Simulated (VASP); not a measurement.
# Ti3Ga (Fm-3m) in VASP: further runs

The runs below take Ti3Ga through single point, with LDA.

Everything below comes from runs of VASP 6.6.1. Logs are shortened: lines on timing, memory, paths and dates and some standing lists are left out, and cuts for length are marked.

## Step 1: The cell of the first run

The structure is cubic, space group Fm-3m (No. 225). The conventional cell has a = 6.265 Å, b = 6.265 Å, c = 6.265 Å, α = 90.00°, β = 90.00°, γ = 90.00°. Ti (site symmetry -43m) has 10 Ti at 2.71 to 3.13 Å and 4 Ga at 2.71 Å within 3.6 Å. Within 3.6 Å of Ti (site symmetry m-3m) lie 8 Ti at 2.71 Å and 6 Ga at 3.13 Å. Ga (site symmetry m-3m) has 14 Ti at 2.71 to 3.13 Å within 3.6 Å.

## Step 2: Single point, LDA

File INCAR:

```
ALGO = Normal
EDIFF = 1E-6
ENCUT = 520
GGA = CA
ISIF = 2
ISMEAR = 0
LASPH = True
LCHARG = True
LELF = True
LREAL = False
LVHAR = True
LWAVE = False
NBANDS = 32
NELM = 80
PREC = Accurate
SIGMA = 0.1
```

File KPOINTS:

```
k-points
0
Gamma
  6 6 6
```

File POSCAR:

```
Ti3Ga
1.0
    0.0000000000      3.1324224998      3.1324224998
    3.1324224998      0.0000000000      3.1324224998
    3.1324224998      3.1324224998      0.0000000000
Ti Ga
3 1
Direct
    0.7500000000      0.7500000000      0.7500000000
    0.0000000000      0.0000000000      0.0000000000
    0.2500000000      0.2500000000      0.2500000000
    0.5000000000      0.5000000000      0.5000000000
```

Potentials or basis: VASP PAW LDA potentials, release 64 (Ti_sv, Ga_d).

On the command line:

```bash
$ cat potpaw_LDA.64/Ti_sv/POTCAR potpaw_LDA.64/Ga_d/POTCAR > POTCAR
$ mpirun -np 1 vasp_std > vasp.out
```

OUTCAR:

```text
EDIFF = 1E-6
   ENCUT = 520
   GGA = CA
   ISIF = 2
   ISMEAR = 0
   LASPH = True
   LREAL = False
   NELM = 80
   PREC = Accurate

 ion  position               nearest neighbor table
   1  0.750  0.750  0.750-   4 2.71   4 2.71   4 2.71   2 2.71   2 2.71   2 2.71   4 2.71   2 2.71

   2  0.000  0.000  0.000-   1 2.71   1 2.71   1 2.71   3 2.71   3 2.71   3 2.71   3 2.71   1 2.71

   3  0.250  0.250  0.250-   2 2.71   2 2.71   2 2.71   4 2.71   4 2.71   4 2.71   4 2.71   2 2.71

   4  0.500  0.500  0.500-   3 2.71   3 2.71   3 2.71   1 2.71   1 2.71   1 2.71   3 2.71   1 2.71

  LATTYP: Found a face centered cubic cell.
 ALAT       =     6.2648449996

  Lattice vectors:

 A1 = (   0.0000000000,   3.1324224998,   3.1324224998)
 A2 = (   3.1324224998,   0.0000000000,   3.1324224998)
 A3 = (   3.1324224998,   3.1324224998,   0.0000000000)

Analysis of symmetry for initial positions (statically):
=====================================================================
 Subroutine PRICEL returns:
 Original cell was already a primitive cell.

 Routine SETGRP: Setting up the symmetry group for a
 face centered cubic supercell.

 Subroutine GETGRP returns: Found 48 space group operations
 (whereof 48 operations were pure point group operations)
 out of a pool of 48 trial point group operations.

The static configuration has the point symmetry O_h .

Analysis of symmetry for dynamics (positions and initial velocities):
=====================================================================
 Subroutine PRICEL returns:
 Original cell was already a primitive cell.

 Routine SETGRP: Setting up the symmetry group for a
 face centered cubic supercell.

 Subroutine GETGRP returns: Found 48 space group operations
 (whereof 48 operations were pure point group operations)
 out of a pool of 48 trial point group operations.

The dynamic configuration has the point symmetry O_h .

 Subroutine INISYM returns: Found 48 space group operations
 (whereof 48 operations are pure point group operations),
 and found     1 'primitive' translations

----------------------------------------------------------------------------------------

                                     Primitive cell

  volume of cell :      61.4711

  direct lattice vectors                    reciprocal lattice vectors
     0.000000000  3.132422500  3.132422500    -0.159620869  0.159620869  0.159620869
     3.132422500  0.000000000  3.132422500     0.159620869 -0.159620869  0.159620869
     3.132422500  3.132422500  0.000000000     0.159620869  0.159620869 -0.159620869

  length of vectors
     4.429914382  4.429914382  4.429914382     0.276471454  0.276471454  0.276471454

  position of ions in fractional coordinates (direct lattice)
     0.750000000  0.750000000  0.750000000
     0.000000000  0.000000000  0.000000000
     0.250000000  0.250000000  0.250000000
     0.500000000  0.500000000  0.500000000

  ion indices of the primitive-cell ions
   primitive index   ion index
                 1           1
                 2           2
                 3           3
                 4           4

----------------------------------------------------------------------------------------

 KPOINTS: k-points

Automatic generation of k-mesh.
 Grid dimensions read from file:
 generate k-points for:    6    6    6

 Generating k-lattice:

  Cartesian coordinates                     Fractional coordinates (reciprocal lattice)
    -0.026603478  0.026603478  0.026603478     0.166666667  0.000000000  0.000000000
     0.026603478 -0.026603478  0.026603478     0.000000000  0.166666667  0.000000000
     0.026603478  0.026603478 -0.026603478     0.000000000  0.000000000  0.166666667

  Length of vectors
     0.046078576  0.046078576  0.046078576

  Shift w.r.t. Gamma in fractional coordinates (k-lattice)
     0.000000000  0.000000000  0.000000000

 Subroutine IBZKPT returns following result:
 ===========================================

 Found     16 irreducible k-points:

 Following reciprocal coordinates:
            Coordinates               Weight
  0.000000  0.000000  0.000000      1.000000
  0.166667  0.000000  0.000000      8.000000
  0.333333  0.000000  0.000000      8.000000
  0.500000  0.000000  0.000000      4.000000
  0.166667  0.166667  0.000000      6.000000
  0.333333  0.166667  0.000000     24.000000
[... 8 lines left out ...]
 -0.333333  0.333333  0.166667     24.000000
 -0.333333  0.500000  0.166667     12.000000
   k-points           NKPTS =     16   k-points in BZ     NKDIM =     16   number of bands    NBANDS=     32
   number of dos      NEDOS =    301   number of ions     NIONS =      4
   total plane-waves  NPLWV =  46656
   dimension x,y,z NGX =    36 NGY =   36 NGZ =   36
   dimension x,y,z NGXF=    72 NGYF=   72 NGZF=   72
   ions per type =               3   1
   NGX,Y,Z   is equivalent  to a cutoff of  13.51, 13.51, 13.51 a.u.
   NGXF,Y,Z  is equivalent  to a cutoff of  27.02, 27.02, 27.02 a.u.
 SYSTEM =  unknown system
   PREC   = accura    normal or accurate (medium, high low for compatibility)
   ISTART =      0    job   : 0-new  1-cont  2-samecut
   ICHARG =      2    charge: 1-file 2-atom 10-const
   ISPIN  =      1    spin polarized calculation?
   LNONCOLLINEAR =      F non collinear calculations
   LSORBIT =      F    spin-orbit coupling
   LASPH  =      T    aspherical Exc in radial PAW
   ENCUT  =  520.0 eV  38.22 Ry    6.18 a.u.   8.24  8.24  8.24*2*pi/ulx,y,z
   NELM   =     80;   NELMIN=  2; NELMDL= -5     # of ELM steps
   EDIFF  = 0.1E-05   stopping-criterion for ELM
   LREAL  =      F    real-space projection
   EDIFFG = 0.1E-04   stopping-criterion for IOM
   NSW    =      0    number of steps for IOM
   IBRION =     -1    ionic relax: 0-MD 1-quasi-New 2-CG
   NFREE  =      0    steps in history (QN), initial steepest desc. (CG)
   ISIF   =      2    stress and relaxation
   ISYM   =      2    0-nonsym 1-usesym 2-fastsym
   POTIM  = 0.5000    time-step for ionic-motion
   TEBEG  =    0.0;   TEEND  =   0.0 temperature during run
   PSTRESS=    0.0 pullay stress
   NELECT =      49.0000    total number of electrons
   NUPDOWN=      -1.0000    fix difference up-down
   EMIN   =  10.00;   EMAX   =-10.00  energy-range for DOS
   EFERMI =   0.00;   METHOD = LEGACY
   ISMEAR =     0;   SIGMA  =   0.10  broadening in eV -4-tet -1-fermi 0-gaus
   EFERMI_NEDOS =   21; number of points for ismear=-14 and -15
   IALGO  =     38    algorithm
   IMIX   =      4    mixing-type and parameters
     AMIX     =   0.40;   BMIX     =  1.00
     AMIX_MAG =   1.60;   BMIX_MAG =  1.00
  volume/ion in A,a.u.               =      15.37       103.71
  Fermi-wavevector in a.u.,A,eV,Ry     =   1.517923  2.868459 31.349068  2.304091
  Thomas-Fermi vector in A             =   2.627113
   LORBIT       =      0    0 simple, 1 ext, 2 COOP (PROOUT), +10 PAW based schemes
   GGA     = CA    functional components
   LHFCALC =     F    Hartree Fock is set to
   AEXX    =    0.0000 exact exchange contribution
   IVDW    =     0    specifies the selected vdW correction
   LEPSILON=     F    determine dielectric tensor
   LRPA    =     F    only Hartree local field effects (RPA)
 non-spin polarized calculation
 Gauss-broadening in eV      SIGMA  =   0.10
  energy-cutoff  :      520.00
  volume of cell :       61.47
 maximum number of plane-waves:      1676
 NGX is ok and might be reduce to    36
   NGX = 17   NGY = 17   NGZ = 17

 number of electron      48.9999985 magnetization

 Free energy of the ion-electron system (eV)
  ---------------------------------------------------
  ext. energy  EPLUGINS =         0.00000000
  ---------------------------------------------------
  free energy    TOTEN  =       -30.19617205 eV

  energy without entropy =      -30.15962439  energy(sigma->0) =      -30.17789822

 E-fermi :   8.6678     XC(G=0): -12.3951

 val. band max:        8.6554366325   @ k =   0.1667   0.0000   0.0000
 cond. band min:       8.6990227657   @ k =  -0.3333   0.1667   0.0000
 fundamental gap:      0.0435861332
 Fermi energy:         8.6677659940

 k-point     1 :       0.0000    0.0000    0.0000
  band No.  band energies     occupation
      1     -47.1568      2.00000
      2     -47.0556      2.00000
      3     -46.7203      2.00000
      4     -23.8416      2.00000
      5     -23.8416      2.00000
      6     -23.8416      2.00000
[... 24 lines left out ...]
     31      11.8100      0.00000
     32      11.9676      0.00000

 k-point     2 :       0.1667    0.0000    0.0000
  band No.  band energies     occupation
      1     -47.1457      2.00000
      2     -47.0592      2.00000
      3     -46.7280      2.00000
      4     -23.9184      2.00000
      5     -23.8916      2.00000
      6     -23.8916      2.00000
[... 24 lines left out ...]
     31      11.7416      0.00000
     32      12.0115      0.00000

 k-point     3 :       0.3333    0.0000    0.0000
  band No.  band energies     occupation
      1     -47.1191      2.00000
      2     -47.0699      2.00000
      3     -46.7446      2.00000
      4     -23.9322      2.00000
      5     -23.9322      2.00000
      6     -23.9287      2.00000
[... 24 lines left out ...]
     31      11.6711      0.00000
     32      11.8168      0.00000

 k-point     4 :       0.5000    0.0000    0.0000
  band No.  band energies     occupation
      1     -47.0967      2.00000
      2     -47.0835      2.00000
      3     -46.7535      2.00000
      4     -23.9476      2.00000
      5     -23.9476      2.00000
      6     -23.9036      2.00000
[... 24 lines left out ...]
     31      11.6080      0.00000
     32      11.6845      0.00000

 k-point     5 :       0.1667    0.1667    0.0000
  band No.  band energies     occupation
      1     -47.1422      2.00000
      2     -47.0601      2.00000
      3     -46.7307      2.00000
      4     -23.9453      2.00000
      5     -23.9453      2.00000
      6     -23.8490      2.00000
[... 304 lines left out ...]
     31      11.2763      0.00000
     32      11.4999      0.00000

 k-point    14 :       0.5000    0.3333    0.1667
  band No.  band energies     occupation
      1     -47.1027      2.00000
      2     -47.0739      2.00000
      3     -46.7572      2.00000
      4     -24.0340      2.00000
      5     -23.9710      2.00000
      6     -23.9010      2.00000
[... 24 lines left out ...]
     31      11.5711      0.00000
     32      11.8337      0.00000

 k-point    15 :      -0.3333    0.3333    0.1667
  band No.  band energies     occupation
      1     -47.0867      2.00000
      2     -47.0833      2.00000
      3     -46.7639      2.00000
      4     -24.0535      2.00000
      5     -23.9347      2.00000
      6     -23.9134      2.00000
[... 24 lines left out ...]
     31      11.3039      0.00000
     32      11.6195      0.00000

 k-point    16 :      -0.3333    0.5000    0.1667
  band No.  band energies     occupation
      1     -47.0880      2.00000
      2     -47.0785      2.00000
      3     -46.7675      2.00000
      4     -24.0786      2.00000
      5     -23.9938      2.00000
      6     -23.8760      2.00000
[... 24 lines left out ...]
     31      11.3120      0.00000
     32      11.4036      0.00000

------------------------ aborting loop because EDIFF is reached ----------------------------------------

  FORCE on cell =-STRESS in cart. coord.  units (eV):
  Direction    XX          YY          ZZ          XY          YZ          ZX
  --------------------------------------------------------------------------------------
  -------------------------------------------------------------------------------------
  Total       -0.7644882     -0.7644882     -0.7644882      0.0000000      0.0000000      0.0000000
  in kB      -19.9255527    -19.9255527    -19.9255527      0.0000000      0.0000000      0.0000000
  external PRESSURE =     -19.9255527 kB  Pullay stress =       0.0000000 kB

 VOLUME and BASIS-vectors are now :
 -----------------------------------------------------------------------------
  energy-cutoff  :      520.00
  volume of cell :       61.47
      direct lattice vectors                 reciprocal lattice vectors
     0.000000000  3.132422500  3.132422500    -0.159620869  0.159620869  0.159620869
     3.132422500  0.000000000  3.132422500     0.159620869 -0.159620869  0.159620869
     3.132422500  3.132422500  0.000000000     0.159620869  0.159620869 -0.159620869

 POSITION                                       TOTAL-FORCE (eV/Angst)
 -----------------------------------------------------------------------------------
      4.69863      4.69863      4.69863         0.000000     -0.000000     -0.000000
      0.00000      0.00000      0.00000        -0.000000     -0.000000     -0.000000
      1.56621      1.56621      1.56621         0.000000      0.000000      0.000000
      3.13242      3.13242      3.13242        -0.000000     -0.000000     -0.000000
 -----------------------------------------------------------------------------------
    total drift:                                0.000000      0.000000      0.000000

  FREE ENERGIE OF THE ION-ELECTRON SYSTEM (eV)
  ---------------------------------------------------
  free  energy   TOTEN  =       -30.1961720476 eV

  energy  without entropy=      -30.1596243908  energy(sigma->0) =      -30.17789822
```

Run time: 73 s. Hardware: 1 thread of Intel Xeon 8259CL, shared host; peak memory 0.18 GiB.

Results:

```yaml
Free_energy: -30.1962 eV
Pressure: -2.0 GPa
Band_gap_on_the_k_mesh: zero (an odd number of electrons rules out a gap without spin polarisation)
```

## Step 3: Single point, LDA

This run uses another cell than the first one, of 16.68 Å³/atom.

File INCAR:

```
  ALGO = Normal
  EDIFF = 1E-6
  ENCUT = 520
  GGA = CA
  ISIF = 2
  ISMEAR = 0
  LASPH = True
  LCHARG = False
  LREAL = False
  LWAVE = False
  NBANDS = 32
  NELM = 80
  PREC = Accurate
  SIGMA = 0.1
```

KPOINTS is that of step 2.

File POSCAR:

```
Ti3Ga
1.0
    0.0000000000      3.2188774384      3.2188774384
    3.2188774384      0.0000000000      3.2188774384
    3.2188774384      3.2188774384      0.0000000000
Ti Ga
3 1
Direct
    0.7500000000      0.7500000000      0.7500000000
    0.0000000000      0.0000000000      0.0000000000
    0.2500000000      0.2500000000      0.2500000000
    0.5000000000      0.5000000000      0.5000000000
```

Potentials or basis: VASP PAW LDA potentials, release 64 (Ti_sv, Ga_d).

On the command line:

```bash
$ cat potpaw_LDA.64/Ti_sv/POTCAR potpaw_LDA.64/Ga_d/POTCAR > POTCAR
$ mpirun -np 1 vasp_std > vasp.out
```

It took 69 s on 1 thread of Intel Xeon 8259CL, shared host; peak memory 0.18 GiB.

It converged, with:

```
Free energy            : -29.9802 eV
Pressure               : -10.7 GPa
Band gap on the k mesh : zero (an odd number of electrons rules out a gap without spin polarisation)
```

Levels at points of the mesh, in eV from the Fermi level:
```tsv
k point	band 20	band 21	band 22	band 23	band 24	band 25	band 26	band 27	band 28	band 29
(0.00, 0.00, 0.00)	-1.84	-1.84	-1.52	-1.52	0.05	0.05	0.05	2.40	2.40	2.40
(0.50, 0.00, 0.00)	-2.00	-2.00	-0.45	-0.38	-0.38	0.07	0.07	0.92	1.08	1.08
(0.50, 0.50, 0.00)	-1.82	-1.78	-0.75	-0.75	-0.19	-0.12	-0.12	1.13	1.13	1.24
```

Caveat: the cell stands under tension.

(Continued in part 2 of 2.)
